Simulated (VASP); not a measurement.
Li2S: single point with r2SCAN

The system is Li2S.

```
CELL_PARAMETERS angstrom
2.84450 2.84450 0.00000
-2.84450 2.84450 0.00000
0.00000 2.84450 2.84450
ATOMIC_POSITIONS crystal
Li 0.25000 0.75000 0.50000
Li 0.75000 0.25000 0.50000
S 0.00000 0.00000 0.00000
```

```yaml
Program: VASP 6.6.1
Task: single point
Functional: r2SCAN
Potentials_or_basis: VASP PAW PBE potentials, release 64 (Li_sv, S)
Cutoff: 830 eV
k_mesh: 8 × 8 × 8
Occupations: gaussian, width 0.01 eV
Spin: no spin polarisation
Dipole_correction: no
Further_INCAR_settings: ALGO = Normal; EDIFF = 1e-06; NBANDS = 13
```

* Pressure: -0.2 GPa
* Band gap on the k mesh: 3.86 eV (least direct gap 5.06 eV)

Levels at points of the mesh, in eV from the valence-band top:
| k point | band 2 | band 3 | band 4 | band 5 | band 6 | band 7 | band 8 | band 9 | band 10 | band 11 |
| --- | --- | --- | --- | --- | --- | --- | --- | --- | --- | --- |
| (0.00, 0.00, 0.00) | -45.56 | -11.49 | 0.00 | 0.00 | 0.00 | 5.06 | 6.91 | 6.91 | 6.91 | 11.77 |
| (0.50, 0.00, 0.00) | -45.58 | -11.05 | -2.89 | -0.51 | -0.51 | 6.98 | 7.19 | 7.19 | 9.14 | 13.74 |
| (0.50, 0.50, 0.00) | -45.57 | -10.92 | -2.16 | -1.44 | -1.44 | 3.86 | 7.90 | 12.17 | 12.17 | 13.37 |

Wall time 9.3 min on 1 thread of Oxide Virtual Turin-like Processor (shared host), peak memory 0.23 GiB.

Caveat: the PAW data sets were made with another functional, which shifts forces and pressure a little. A k mesh can miss the band edges.
